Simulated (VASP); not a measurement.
A run of VASP 6.6.1 is set up as follows.

INCAR

```
SYSTEM = CdSe
PREC     = Accurate       ! precision mode
ENCUT    = 520            ! plane-wave cutoff, eV
EDIFF    = 1E-6           ! SCF threshold, eV
ISMEAR   = 0              ! smearing method
SIGMA    = 0.05           ! smearing width, eV
LREAL    = .FALSE.        ! projectors in reciprocal space
LASPH    = .TRUE.         ! aspherical terms in the spheres
NELM     = 100            ! most SCF steps
ALGO     = Normal         ! electronic algorithm
ISIF     = 2              ! what is computed and relaxed
LWAVE    = .FALSE.        ! write WAVECAR
LCHARG   = .FALSE.        ! write CHGCAR
GGA      = PE             ! functional
NBANDS   = 16             ! bands
```

File KPOINTS:

```
Automatic mesh
0
G
  10 10 10
  0 0 0
```

File POSCAR:

```
CdSe
1.0
    0.0000000000      2.9224272637      2.9224272637
    2.9224272637      0.0000000000      2.9224272637
    3.1721973805      3.1721973805     -0.2497701168
Cd Se
1 1
Direct
    0.0000000000      0.0000000000      0.0000000000
    0.7500000000      0.7500000000      0.7500000000
```

Potentials or basis: VASP PAW PBE potentials, release 64 (Cd, Se).

Run with:

```console
$ cat potpaw_PBE.64/Cd/POTCAR potpaw_PBE.64/Se/POTCAR > POTCAR
$ mpirun -np 1 vasp_std > vasp.out
```

(1) What does it give for the band gap on the k mesh?

(2) What does it give for the largest force?

Answers

(1) 0.47 eV.

(2) 0.678 eV/Å.
